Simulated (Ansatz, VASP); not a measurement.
Li2O in VASP and in Ansatz

```
Li O
1.0
     0.00000    2.33259    2.30950
     2.33259    0.00000    2.30950
     2.33259    2.33259    0.00000
Li O
2 1
Cartesian
  1.1663 1.1663 1.1547
  3.4989 3.4989 3.4642
  0.0000 0.0000 0.0000
```

Change from the starting cell: equal xx and yy strain of +1 %, crystal datasets.

Alike in both runs: task electric field gradients; functional PBEsol; k mesh 9 × 9 × 9; occupations fermi-dirac, width 0.03 eV; no spin polarisation.

```csv
,VASP,Ansatz
version,VASP 6.6.1,Ansatz 0.2.0
potentials or method,"VASP PAW PBE potentials, release 64 (Li_sv, O), cutoff 650 eV","all-electron PAW with datasets made for the crystal, scalar-relativistic"
```

```csv
,VASP,Ansatz,Ansatz less VASP
gap on the k mesh at the Fermi level (eV),4.85,4.86,+0.010
pressure (GPa),-3.7,-3.6,+0.11
"traceless stress, the component that is largest in VASP (GPa)",1.19,1.20,+0.006
size of Vzz on the site where it differs most (V/Å²),0.7,0.7,+0.01
```

VASP's potentials were made for PBE, not for PBEsol. Ansatz ran all-electron here, and VASP with PAW potentials.
